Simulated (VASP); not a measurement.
# Ga in VASP: notebook

Ga is run at these levels: PBE; tasks: single point.

Everything below comes from runs of VASP 6.6.1. Logs are shortened: lines on timing, memory, paths and dates and some standing lists are left out, and cuts for length are marked.

### Step 1. The cell of the first run

It takes space group Cmcm (No. 63, orthorhombic). Conventional cell: a = 2.813 Å, b = 7.886 Å, c = 3.170 Å, α = 90.00°, β = 90.00°, γ = 90.00°. Within 3.5 Å of Ga (site symmetry m2m) lie 10 Ga at 2.63 to 3.17 Å.

### Step 2. Single point, PBE (equal xx and yy strain of -3 %)

File INCAR:

```
PREC     = Accurate       # precision mode
ENCUT    = 520            # plane-wave cutoff, eV
EDIFF    = 1E-7           # SCF threshold, eV
ISMEAR   = -1             # smearing method
SIGMA    = 0.08           # smearing width, eV
LREAL    = False          # projectors in reciprocal space
LASPH    = True           # aspherical terms in the spheres
NELM     = 80             # most SCF steps
ALGO     = Normal         # electronic algorithm
ISIF     = 2              # what is computed and relaxed
LWAVE    = False          # write WAVECAR
LCHARG   = True           # write CHGCAR
GGA      = PE             # functional
LELF     = True           # ELF
LVHAR    = True         
NBANDS   = 20             # bands
```

File KPOINTS:

```
regular mesh
0
Gamma
  12 12 10
```

File POSCAR:

```
Ga
1.0
    1.4065000000     -3.9430500000      0.0000000000
    1.4065000000      3.9430500000      0.0000000000
    0.0000000000      0.0000000000      3.1700000000
Ga
2
Direct
    0.8670000000      0.1330000000      0.2500000000
    0.1330000000      0.8670000000      0.7500000000
```

Potentials or basis: VASP PAW PBE potentials, release 64 (Ga_d).

The run is started by

```sh
> cat potpaw_PBE.64/Ga_d/POTCAR > POTCAR
> mpirun -np 1 vasp_std > vasp.out
```

OUTCAR:

```text
PREC = Accurate
   ENCUT = 520
   EDIFF = 1E-7
   ISMEAR = -1
   LREAL = False
   LASPH = True
   NELM = 80
   ISIF = 2
   GGA = PE

 ion  position               nearest neighbor table
   1  0.867  0.133  0.250-   2 2.63   2 2.63   2 2.81   2 2.81   2 2.81   2 2.81
   2  0.133  0.867  0.750-   1 2.63   1 2.63   1 2.81   1 2.81   1 2.81   1 2.81

  LATTYP: Found a base centered orthorhombic cell.
 ALAT       =     2.8130000000
 B/A-ratio  =     2.8034482759
 C/A-ratio  =     1.1269107714

  Lattice vectors:

 A1 = (   1.4065000000,  -3.9430500000,   0.0000000000)
 A2 = (   1.4065000000,   3.9430500000,   0.0000000000)
 A3 = (   0.0000000000,   0.0000000000,   3.1700000000)

Analysis of symmetry for initial positions (statically):
=====================================================================
 Subroutine PRICEL returns:
 Original cell was already a primitive cell.

 Routine SETGRP: Setting up the symmetry group for a
 base centered orthorhombic supercell.

 Subroutine GETGRP returns: Found  8 space group operations
 (whereof  4 operations were pure point group operations)
 out of a pool of  8 trial point group operations.

The static configuration has the point symmetry C_2h.
 The point group associated with its full space group is D_2h.

Analysis of symmetry for dynamics (positions and initial velocities):
=====================================================================
 Subroutine PRICEL returns:
 Original cell was already a primitive cell.

 Routine SETGRP: Setting up the symmetry group for a
 base centered orthorhombic supercell.

 Subroutine GETGRP returns: Found  8 space group operations
 (whereof  4 operations were pure point group operations)
 out of a pool of  8 trial point group operations.

The dynamic configuration has the point symmetry C_2h.
 The point group associated with its full space group is D_2h.

 Subroutine INISYM returns: Found  8 space group operations
 (whereof  4 operations are pure point group operations),
 and found     1 'primitive' translations

----------------------------------------------------------------------------------------

                                     Primitive cell

  volume of cell :      35.1610

  direct lattice vectors                    reciprocal lattice vectors
     1.406500000 -3.943050000  0.000000000     0.355492357 -0.126805392  0.000000000
     1.406500000  3.943050000  0.000000000     0.355492357  0.126805392  0.000000000
     0.000000000  0.000000000  3.170000000     0.000000000  0.000000000  0.315457413

  length of vectors
     4.186392905  4.186392905  3.170000000     0.377431349  0.377431349  0.315457413

  position of ions in fractional coordinates (direct lattice)
     0.867000000  0.133000000  0.250000000
     0.133000000  0.867000000  0.750000000

  ion indices of the primitive-cell ions
   primitive index   ion index
                 1           1
                 2           2

----------------------------------------------------------------------------------------

 KPOINTS: regular mesh

Automatic generation of k-mesh.
 Grid dimensions read from file:
 generate k-points for:   12   12   10

 Generating k-lattice:

  Cartesian coordinates                     Fractional coordinates (reciprocal lattice)
     0.029624363 -0.010567116  0.000000000     0.083333333  0.000000000  0.000000000
     0.029624363  0.010567116  0.000000000     0.000000000  0.083333333  0.000000000
     0.000000000  0.000000000  0.031545741     0.000000000  0.000000000  0.100000000

  Length of vectors
     0.031452612  0.031452612  0.031545741

  Shift w.r.t. Gamma in fractional coordinates (k-lattice)
     0.000000000  0.000000000  0.000000000

 Subroutine IBZKPT returns following result:
 ===========================================

 Found    258 irreducible k-points:

 Following reciprocal coordinates:
            Coordinates               Weight
  0.000000  0.000000  0.000000      1.000000
  0.083333  0.000000  0.000000      4.000000
  0.166667  0.000000  0.000000      4.000000
  0.250000 -0.000000  0.000000      4.000000
  0.333333  0.000000  0.000000      4.000000
  0.416667  0.000000  0.000000      4.000000
[... 16 lines left out ...]
  0.500000  0.166667  0.000000      4.000000
 -0.416667  0.166667  0.000000      4.000000
 [... further k-points ...]
   k-points           NKPTS =    258   k-points in BZ     NKDIM =    258   number of bands    NBANDS=     20
   number of dos      NEDOS =    301   number of ions     NIONS =      2
   total plane-waves  NPLWV =  24576
   dimension x,y,z NGX =    32 NGY =   32 NGZ =   24
   dimension x,y,z NGXF=    64 NGYF=   64 NGZF=   48
   ions per type =               2
   NGX,Y,Z   is equivalent  to a cutoff of  12.71, 12.71, 12.59 a.u.
   NGXF,Y,Z  is equivalent  to a cutoff of  25.42, 25.42, 25.17 a.u.
 SYSTEM =  unknown system
   PREC   = accura    normal or accurate (medium, high low for compatibility)
   ISTART =      0    job   : 0-new  1-cont  2-samecut
   ICHARG =      2    charge: 1-file 2-atom 10-const
   ISPIN  =      1    spin polarized calculation?
   LNONCOLLINEAR =      F non collinear calculations
   LSORBIT =      F    spin-orbit coupling
   LASPH  =      T    aspherical Exc in radial PAW
   ENCUT  =  520.0 eV  38.22 Ry    6.18 a.u.   7.78  7.78  5.89*2*pi/ulx,y,z
   NELM   =     80;   NELMIN=  2; NELMDL= -5     # of ELM steps
   EDIFF  = 0.1E-06   stopping-criterion for ELM
   LREAL  =      F    real-space projection
   EDIFFG = 0.1E-05   stopping-criterion for IOM
   NSW    =      0    number of steps for IOM
   IBRION =     -1    ionic relax: 0-MD 1-quasi-New 2-CG
   NFREE  =      0    steps in history (QN), initial steepest desc. (CG)
   ISIF   =      2    stress and relaxation
   ISYM   =      2    0-nonsym 1-usesym 2-fastsym
   POTIM  = 0.5000    time-step for ionic-motion
   TEBEG  =    0.0;   TEEND  =   0.0 temperature during run
   PSTRESS=    0.0 pullay stress
   NELECT =      26.0000    total number of electrons
   NUPDOWN=      -1.0000    fix difference up-down
   EMIN   =  10.00;   EMAX   =-10.00  energy-range for DOS
   EFERMI =   0.00;   METHOD = LEGACY
   ISMEAR =    -1;   SIGMA  =   0.08  broadening in eV -4-tet -1-fermi 0-gaus
   EFERMI_NEDOS =   21; number of points for ismear=-14 and -15
   IALGO  =     38    algorithm
   IMIX   =      4    mixing-type and parameters
     AMIX     =   0.40;   BMIX     =  1.00
     AMIX_MAG =   1.60;   BMIX_MAG =  1.00
  volume/ion in A,a.u.               =      17.58       118.64
  Fermi-wavevector in a.u.,A,eV,Ry     =   1.480399  2.797549 29.818282  2.191582
  Thomas-Fermi vector in A             =   2.594438
   LORBIT       =      0    0 simple, 1 ext, 2 COOP (PROOUT), +10 PAW based schemes
   GGA     = PE    functional components
[... 5 lines left out ...]
 non-spin polarized calculation
  energy-cutoff  :      520.00
  volume of cell :       35.16
 maximum number of plane-waves:       976
   NGX = 15   NGY = 15   NGZ = 11

 number of electron      25.9999979 magnetization

 Free energy of the ion-electron system (eV)
  ---------------------------------------------------
  ext. energy  EPLUGINS =         0.00000000
  ---------------------------------------------------
  free energy    TOTEN  =        -5.71979057 eV

  energy without entropy =       -5.70327324  energy(sigma->0) =       -5.71153190

 E-fermi :   6.2793     XC(G=0): -11.3278

 val. band max:        6.2578879200   @ k =   0.5000   0.3333   0.3000
 cond. band min:       6.3006810682   @ k =   0.3333   0.0833   0.5000
 fundamental gap:      0.0427931481
 Fermi energy:         6.2793458226

 k-point     1 :       0.0000    0.0000    0.0000
  band No.  band energies     occupation
      1      -9.0690      2.00000
      2      -9.0534      2.00000
      3      -8.9679      2.00000
      4      -8.9628      2.00000
      5      -8.7148      2.00000
      6      -8.7033      2.00000
[... 12 lines left out ...]
     19      17.7421      0.00000
     20      18.6893      0.00000

 k-point     2 :       0.0833    0.0000    0.0000
  band No.  band energies     occupation
      1      -9.0602      2.00000
      2      -9.0480      2.00000
      3      -8.9656      2.00000
      4      -8.9274      2.00000
      5      -8.7250      2.00000
      6      -8.7143      2.00000
[... 12 lines left out ...]
     19      18.3970      0.00000
     20      20.0984      0.00000

 k-point     3 :       0.1667    0.0000    0.0000
  band No.  band energies     occupation
      1      -9.0369      2.00000
      2      -9.0334      2.00000
      3      -8.9375      2.00000
      4      -8.8614      2.00000
      5      -8.7506      2.00000
      6      -8.7455      2.00000
[... 12 lines left out ...]
     19      18.6713      0.00000
     20      22.1503      0.00000

 k-point     4 :       0.2500   -0.0000    0.0000
  band No.  band energies     occupation
      1      -9.0144      2.00000
      2      -9.0066      2.00000
      3      -8.9029      2.00000
      4      -8.8400      2.00000
      5      -8.7900      2.00000
      6      -8.7251      2.00000
[... 12 lines left out ...]
     19      18.8254      0.00000
     20      22.0389      0.00000

 k-point     5 :       0.3333    0.0000    0.0000
  band No.  band energies     occupation
      1      -8.9968      2.00000
      2      -8.9823      2.00000
      3      -8.8904      2.00000
      4      -8.8647      2.00000
      5      -8.8368      2.00000
      6      -8.7089      2.00000
[... 12 lines left out ...]
     19      18.8699      0.00000
     20      19.9685      0.00000

 k-point     6 :       0.4167    0.0000    0.0000
  band No.  band energies     occupation
      1      -8.9843      2.00000
      2      -8.9816      2.00000
      3      -8.8899      2.00000
      4      -8.8734      2.00000
      5      -8.8709      2.00000
      6      -8.7111      2.00000
[... 12 lines left out ...]
     19      17.3342      0.00000
     20      19.3948      0.00000

 k-point     7 :       0.5000   -0.0000    0.0000
  band No.  band energies     occupation
      1      -8.9875      2.00000
      2      -8.9793      2.00000
      3      -8.8878      2.00000
      4      -8.8824      2.00000
      5      -8.8756      2.00000
      6      -8.7102      2.00000
[... 12 lines left out ...]
     19      17.3437      0.00000
     20      17.8738      0.00000
[... 277 lines left out ...]
 k-point    20 :       0.2500    0.1667    0.0000
  band No.  band energies     occupation
      1      -9.0090      2.00000
      2      -8.9656      2.00000
      3      -8.9456      2.00000
      4      -8.8234      2.00000
      5      -8.8068      2.00000
      6      -8.7567      2.00000
[... 12 lines left out ...]
     19      18.9365      0.00000
     20      19.6000      0.00000

 k-point    21 :       0.3333    0.1667    0.0000
  band No.  band energies     occupation
      1      -8.9961      2.00000
      2      -8.9829      2.00000
      3      -8.9264      2.00000
      4      -8.8442      2.00000
      5      -8.8083      2.00000
      6      -8.7453      2.00000
[... 12 lines left out ...]
     19      17.3580      0.00000
     20      18.6019      0.00000

 k-point    22 :       0.4167    0.1667    0.0000
  band No.  band energies     occupation
      1      -8.9857      2.00000
      2      -8.9776      2.00000
      3      -8.9063      2.00000
      4      -8.8537      2.00000
      5      -8.8172      2.00000
      6      -8.7301      2.00000
[... 12 lines left out ...]
     19      17.4077      0.00000
     20      18.3457      0.00000

 k-point    23 :       0.5000    0.1667    0.0000
  band No.  band energies     occupation
      1      -8.9737      2.00000
      2      -8.9600      2.00000
      3      -8.9037      2.00000
      4      -8.8473      2.00000
      5      -8.8418      2.00000
      6      -8.7378      2.00000
[... 12 lines left out ...]
     19      16.7937      0.00000
     20      17.7540      0.00000

 k-point    24 :      -0.4167    0.1667    0.0000
  band No.  band energies     occupation
      1      -8.9765      2.00000
      2      -8.9592      2.00000
      3      -8.9308      2.00000
      4      -8.8492      2.00000
      5      -8.8189      2.00000
      6      -8.7356      2.00000
[... 12 lines left out ...]
     19      17.0735      0.00000
     20      19.7457      0.00000

 [... further k-points ...]
[... 5 lines left out ...]
  --------------------------------------------------------------------------------------
  -------------------------------------------------------------------------------------
  Total        0.6679733      1.4607087      1.4585745      0.0000000      0.0000000      0.0000000
  in kB       30.4374614     66.5599401     66.4626899      0.0000000      0.0000000      0.0000000
  external PRESSURE =      54.4866971 kB  Pullay stress =       0.0000000 kB

 VOLUME and BASIS-vectors are now :
 -----------------------------------------------------------------------------
  energy-cutoff  :      520.00
  volume of cell :       35.16
      direct lattice vectors                 reciprocal lattice vectors
     1.406500000 -3.943050000  0.000000000     0.355492357 -0.126805392  0.000000000
     1.406500000  3.943050000  0.000000000     0.355492357  0.126805392  0.000000000
     0.000000000  0.000000000  3.170000000     0.000000000  0.000000000  0.315457413

 POSITION                                       TOTAL-FORCE (eV/Angst)
 -----------------------------------------------------------------------------------
      1.40650     -2.89420      0.79250         0.000000      0.210720     -0.000000
      1.40650      2.89420      2.37750         0.000000     -0.210720      0.000000
 -----------------------------------------------------------------------------------
    total drift:                                0.000000      0.000000     -0.000000

  FREE ENERGIE OF THE ION-ELECTRON SYSTEM (eV)
  ---------------------------------------------------
  free  energy   TOTEN  =        -5.7197905697 eV

  energy  without entropy=       -5.7032732360  energy(sigma->0) =       -5.71153190
```

It took 2.6 min on 1 thread of AMD EPYC 7R43 (Zen 3), shared host; peak memory 0.23 GiB.

What came out:

```yaml
Free_energy: -5.7198 eV
Pressure: 5.4 GPa
Largest_force: 0.211 eV/Å
Band_gap_on_the_k_mesh: zero (band 13 reaches 11.06 eV, above the bottom of band 14 at 1.66 eV)
```

Forces in eV/Å, atoms in the order of the input:
```
Ga   0.000  0.211  0.000
Ga   0.000 -0.211  0.000
```

Levels at points of the mesh, in eV from the Fermi level:
```tsv
k point	band 9	band 10	band 11	band 12	band 13	band 14	band 15	band 16	band 17	band 18
(0.00, 0.00, 0.00)	-14.91	-14.75	-11.76	-2.33	-1.30	2.37	6.18	8.57	9.53	11.15
(0.50, 0.00, 0.00)	-14.81	-14.81	-6.76	-5.65	-1.80	-0.20	6.60	6.92	9.29	9.62
(0.50, 0.50, 0.00)	-14.88	-14.83	-9.59	-8.92	4.78	5.57	6.36	6.98	7.18	10.10
(0.00, 0.00, 0.50)	-14.84	-14.84	-7.90	-7.90	1.86	1.86	2.74	2.74	11.11	11.11
(0.50, 0.00, 0.50)	-14.80	-14.80	-3.13	-3.13	-1.78	-1.78	1.91	1.91	4.41	4.41
(0.50, 0.50, 0.50)	-14.92	-14.92	-5.88	-5.88	-4.62	-4.62	10.24	10.24	12.26	12.26
```

Caveat: the cell differs from its parent crystal (equal xx and yy strain of -3 %).

[end of part 1 of 2]
